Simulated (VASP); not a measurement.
## MgO: single point with PBE

The system is MgO.

```xyz
4
Lattice="3.5917 0.0000 0.0000 -1.7958 3.1105 0.0000 0.0000 0.0000 4.2394" Properties=species:S:1:pos:R:3 pbc="T T T"
Mg    1.7959    1.0368    3.1795
Mg    0.0000    2.0737    1.0598
O     1.7959    1.0368    1.0598
O     0.0000    2.0737    3.1795
```

```yaml
Program: VASP 6.6.1
Task: single point
Functional: PBE
Potentials_or_basis: VASP PAW PBE potentials, release 64 (Mg, O)
Cutoff: 520 eV
k_mesh: 9 × 9 × 6
Occupations: gaussian, width 0.05 eV
Spin: no spin polarisation
Dipole_correction: no
Further_INCAR_settings: ALGO = Normal; EDIFF = 1e-06; NBANDS = 16
```

```json
{"Pressure": "-4.9 GPa", "Band gap on the k mesh": "3.09 eV, direct"}
```

Stress tensor (GPa, compression positive):
```
-5.64  0.00  0.00
 0.00 -5.64  0.00
 0.00  0.00 -3.56
```

Levels at points of the mesh, in eV from the valence-band top:
| k point | band 5 | band 6 | band 7 | band 8 | band 9 | band 10 | band 11 | band 12 |
| --- | --- | --- | --- | --- | --- | --- | --- | --- |
| (0.00, 0.00, 0.00) | -1.59 | -0.67 | -0.67 | 0.00 | 3.09 | 8.96 | 11.83 | 11.97 |
| (0.00, 0.00, 0.50) | -1.15 | -1.15 | -1.15 | -1.15 | 6.11 | 6.11 | 12.33 | 12.33 |

Run time: 29 s on 1 thread of AMD EPYC 9R45 (Zen 5) (shared host), peak memory 0.15 GiB.
